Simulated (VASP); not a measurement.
Crystal: Ba2Ir.

```
CELL_PARAMETERS angstrom
4.46441 0.00000 0.00000
-2.23220 3.86629 0.00000
0.00000 0.00000 4.82037
ATOMIC_POSITIONS crystal
Ba 0.33333 0.66667 0.50000
Ba 0.66667 0.33333 0.50000
Ir 0.00000 0.00000 0.00000
```

```yaml
Program: VASP 6.6.1
Task: relaxation of cell and atoms
Functional: PBE
Potentials_or_basis: VASP PAW PBE potentials, release 64 (Ba_sv, Ir)
Cutoff: 600 eV
k_mesh: 6 × 6 × 4
Occupations: gaussian, width 0.1 eV
Spin: no spin polarisation
```

At the start: pressure 28.9 GPa; volume 27.73 Å³/atom.

Where does the relaxation end?

Over 14 steps the energy falls by 1977.1 meV/atom and the volume is 29.47 Å³/atom (+6.2 %); space group P6/mmm (No. 191, to 0.1 Å) before and after.

Step by step:
| step | energy change (eV) | largest force (eV/Å) | pressure (GPa) | volume (Å³) |
| --- | --- | --- | --- | --- |
| 1 | 0.0000 | 0.0000 | 28.90 | 83.20 |
| 2 | -4.1517 | 0.0000 | -5.92 | 146.03 |
| 3 | -4.8493 | 0.0000 | -4.07 | 116.49 |
| 4 | -4.8610 | 0.0000 | -4.55 | 118.82 |
| 5 | -4.8579 | 0.0000 | -4.34 | 117.74 |
| 6 | -5.5315 | 0.0000 | -3.32 | 104.04 |
| 7 | -5.8482 | 0.0000 | -2.15 | 94.77 |
| 8 | -5.2345 | 0.0000 | 10.59 | 76.55 |
| 9 | -5.9161 | 0.0000 | -1.21 | 91.30 |
| 10 | -5.9289 | 0.0000 | -0.28 | 88.81 |
| 11 | -5.9292 | 0.0000 | -0.52 | 89.37 |
| 12 | -5.9307 | 0.0000 | 0.09 | 88.30 |
| 13 | -5.9310 | 0.0000 | -0.10 | 88.62 |
| 14 | -5.9312 | 0.0000 | 0.00 | 88.40 |

Final structure:
```
CELL_PARAMETERS angstrom
5.47050 0.00000 0.00000
-2.73525 4.73759 0.00000
0.00000 0.00000 3.41074
ATOMIC_POSITIONS crystal
Ba 0.33333 0.66667 0.50000
Ba 0.66667 0.33333 0.50000
Ir 0.00000 0.00000 0.00000
```

Caveat: a cell axis changed by over 15 % at a fixed basis, so the end point is rough.
